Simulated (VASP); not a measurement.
Here is a VASP 6.6.1 calculation.

The input INCAR:

```
PREC = Accurate
ENCUT = 520
EDIFF = 1E-6
ISMEAR = -1
SIGMA = 0.1
LREAL = False
LASPH = True
NELM = 60
ALGO = Normal
ISIF = 2
LWAVE = False
LCHARG = False
GGA = RP
NBANDS = 22
```

Contents of KPOINTS:

```
regular mesh
0
Gamma
  7 7 7
```

The input POSCAR:

```
Al
1.0
    5.1680338204      0.0000000000      0.0000000000
    0.0000000000      5.1680338204      0.0000000000
    0.0000000000      0.0000000000      5.1680338204
Al
8
Direct
    1.0000000000      1.0000000000      1.0000000000
    0.5000000000      0.5000000000      0.5000000000
    0.2500000000      1.0000000000      0.5000000000
    0.7500000000      1.0000000000      0.5000000000
    0.5000000000      0.2500000000      0.0000000000
    0.5000000000      0.7500000000      0.0000000000
    0.0000000000      0.5000000000      0.2500000000
    0.0000000000      0.5000000000      0.7500000000
```

Potentials or basis: VASP PAW PBE potentials, release 64 (Al).

Launch:

```sh
$ cat potpaw_PBE.64/Al/POTCAR > POTCAR
$ mpirun -np 1 vasp_std > vasp.out
```

Q: What does it give for the pressure?

A: -0.2 GPa.

Q: What does it give for the band gap on the k mesh?

A: Zero (band 12 reaches 9.94 eV, above the bottom of band 13 at 6.90 eV).

Caveat: the PAW data sets were made with another functional, which shifts forces and pressure a little.
